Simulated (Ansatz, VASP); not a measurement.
WSe2 in VASP and in Ansatz

INCAR

```
SYSTEM = WSe2
PREC     = Accurate       ! precision mode
ENCUT    = 520            ! plane-wave cutoff, eV
EDIFF    = 1E-7           ! SCF threshold, eV
ISMEAR   = 0              ! smearing method
SIGMA    = 0.05           ! smearing width, eV
LREAL    = .False.        ! projectors in reciprocal space
LASPH    = .True.         ! aspherical terms in the spheres
NELM     = 60             ! most SCF steps
ALGO     = Normal         ! electronic algorithm
ISIF     = 2              ! what is computed and relaxed
LWAVE    = .False.        ! write WAVECAR
LCHARG   = .False.        ! write CHGCAR
GGA      = PS             ! functional
NBANDS   = 20             ! bands
```

Contents of KPOINTS:

```
regular mesh
0
Gamma
  9 9 2
  0 0 0
```

Contents of POSCAR:

```
WSe2
1.0
    3.2702124402      0.0000000000      0.0000000000
   -1.6351062201      2.8320870490      0.0000000000
    0.0000000000      0.0000000000     16.6611439352
W Se
1 2
Direct
    0.0000000000      0.0000000000     -0.0030938842
    0.3333333333      0.6666666667      0.1040002956
    0.3333333333      0.6666666667      0.9032020910
```

Input for Ansatz:

```yaml
crystal:
  lattice:
    - [3.2702124402, 0.0, 0.0]
    - [-1.6351062201, 2.832087049, 0.0]
    - [0.0, 0.0, 16.6611439352]
  atoms:
    - { symbol: W, position: [0.0, 0.0, -0.0030938842] }
    - { symbol: Se, position: [0.3333333333, 0.6666666667, 0.1040002956] }
    - { symbol: Se, position: [0.3333333333, 0.6666666667, 0.903202091] }
basis:
  ecutwfc: 420
kpoints:
  mp_grid: { grid: [9, 9, 2] }
hamiltonian:
  xc: pbesol
  pseudopotentials: { kind: paw, azcp: { folder: soft_1 } }
scf:
  occupations: { method: gaussian, width: 0.05 }
output:
  forces: true
  stress: true
  eigenvalues: true
```

Change from the starting cell: mode 9 frozen in at -0.060 Å, equal normal strain along x and y +0.0000.

Alike in both runs: task single point; functional PBEsol; k mesh 9 × 9 × 2; occupations gaussian, width 0.05 eV; no spin polarisation.

|  | VASP | Ansatz |
| --- | --- | --- |
| version | VASP 6.6.1 | Ansatz 0.2.0 |
| potentials or method | VASP PAW PBE potentials, release 64 (W_sv, Se), cutoff 520 eV | scalar-relativistic, plane waves, PAW |
| valence electrons in the cell | 26 | 46 |

|  | VASP | Ansatz | Ansatz less VASP |
| --- | --- | --- | --- |
| gap on the k mesh at the Fermi level (eV) | 1.69 | 1.69 | -0.001 |
| least direct gap on the mesh (eV) | 1.70 | 1.70 | +0.004 |
| rms of the force components (eV/Å) | 1.365 | 1.352 | -0.0132 |

VASP's potentials were made for PBE, not for PBEsol, and Ansatz warns of the same on its side. Atom by atom the forces differ by 0.032 eV/Å (rms over components). VASP's potentials hold 26 valence electrons a cell and Ansatz's 46, so a difference there can come from the potentials and not from the codes.

Neither program's run includes spin-orbit coupling.
